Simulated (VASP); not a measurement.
Here is a VASP 6.6.1 calculation.

Contents of INCAR:

```
SYSTEM = Al2N
PREC = Accurate
ENCUT = 600
EDIFF = 1E-6
ISMEAR = 0
SIGMA = 0.2
LREAL = .FALSE.
LASPH = .TRUE.
NELM = 60
ALGO = Normal
ISIF = 3
LWAVE = .FALSE.
LCHARG = .FALSE.
GGA = PE
IBRION = 2
NSW = 36
EDIFFG = -0.08
```

File KPOINTS:

```
Automatic mesh
0
G
  5 5 2
  0 0 0
```

File POSCAR:

```
Al2N
1.0
    3.4325677100      0.0000000000      0.0000000000
   -1.7162838500      2.9726908400      0.0000000000
    0.0000000000      0.0000000000      8.4079430700
Al N
4 2
Direct
    0.0000000000      0.0000000000      0.3800000000
    0.0000000000      0.0000000000      0.6200000000
    0.6666666700      0.3333333300      0.0230000000
    0.3333333300      0.6666666700      0.9770000000
    0.6666666700      0.3333333300      0.3059999900
    0.3333333300      0.6666666700      0.6940000100
```

Potentials or basis: VASP PAW PBE potentials, release 64 (Al, N).

The run is started by

```bash
$ cat potpaw_PBE.64/Al/POTCAR potpaw_PBE.64/N/POTCAR > POTCAR
$ mpirun -np 1 vasp_std > vasp.out
```

**Question.** Estimate the space group after relaxing (to 0.1 Å).

**Answer.** P-3m1 (No. 164).

**Question.** What does it give for the relaxed cell?

**Answer.** a = 3.056 Å, b = 3.056 Å, c = 10.268 Å, α = 90.00°, β = 90.00°, γ = 120.00°.

**Question.** Estimate the relaxed volume.

**Answer.** 13.84 Å³/atom.

**Question.** Estimate the band gap on the k mesh.

**Answer.** Zero (bands 11 and 12 overlap by 0.07 eV).

Forces in eV/Å, atoms in the order of the input:
```
Al   0.000  0.000  0.033
Al   0.000  0.000 -0.033
Al   0.000  0.000  0.032
Al   0.000  0.000 -0.032
N    0.000  0.000  0.044
N    0.000  0.000 -0.044
```

Caveat: the k points lie up to 0.47 Å⁻¹ apart in the final cell; semilocal functionals underestimate gaps, so a narrow gap can read as zero; a cell axis changed by over 15 % at a fixed basis, so the end point is rough; the relaxation stopped at a loose force limit of 0.08 eV/Å, so its end isn't a converged minimum.
